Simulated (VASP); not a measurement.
In5Sb2As3, 10 atoms in the cell. It takes space group Pm (No. 6, monoclinic). The conventional cell has a = 6.663 Å, b = 5.677 Å, c = 6.862 Å, α = 90.00°, β = 92.25°, γ = 90.00°. In (site symmetry m) has 2 Sb at 2.94 Å and 4 In at 2.95 to 3.10 Å and 2 As at 3.67 Å within 3.9 Å. Within 3.9 Å of In (site symmetry m) lie 2 As at 2.94 Å and 4 In at 2.95 to 3.10 Å and 2 Sb at 3.67 Å. In (site symmetry m) has 4 As at 2.94 to 3.67 Å and 4 In at 2.95 to 3.10 Å within 3.9 Å. Within 3.9 Å of In (site symmetry m) lie 4 Sb at 2.94 to 3.67 Å and 4 In at 2.95 to 3.10 Å. In (site symmetry m) has 4 As at 2.94 to 3.67 Å and 4 In at 2.95 to 3.10 Å within 3.9 Å. Sb (site symmetry m) has 4 In at 2.94 to 3.67 Å and 3 As at 2.95 to 3.10 Å and 1 Sb at 3.10 Å within 3.9 Å. Sb (site symmetry m) has 4 In at 2.94 to 3.67 Å and 3 As at 2.95 to 3.10 Å and 1 Sb at 3.10 Å within 3.9 Å. As (site symmetry m) has 4 In at 2.94 to 3.67 Å and 2 Sb at 2.95 to 3.10 Å and 2 As at 2.95 to 3.10 Å within 3.9 Å. 

```yaml
Program: VASP 6.6.1
Task: single point
Functional: PBE
Potentials_or_basis: VASP PAW PBE potentials, release 64 (In_d, Sb, As)
Cutoff: 520 eV
k_mesh: 4 × 4 × 4
Occupations: gaussian, width 0.1 eV
Spin: no spin polarisation
Dipole_correction: no
Further_INCAR_settings: ALGO = Normal; EDIFF = 1e-06; NBANDS = 56
```

Potentials or basis: VASP PAW PBE potentials, release 64 (In_d, Sb, As).

Command:

```console
$ cat potpaw_PBE.64/In_d/POTCAR potpaw_PBE.64/Sb/POTCAR potpaw_PBE.64/As/POTCAR > POTCAR
$ mpirun -np 1 vasp_std > vasp.out
```

Hardware: 1 thread of Intel(R) Xeon(R) 6975P-C (Granite Rapids) (shared host).

Question: Estimate the wall time of this run.

Answer: Wall time 3.8 min on 1 thread of Intel(R) Xeon(R) 6975P-C (Granite Rapids), with other jobs on the host, peak memory 0.54 GiB. Counts: scf iterations 13, k points 30.
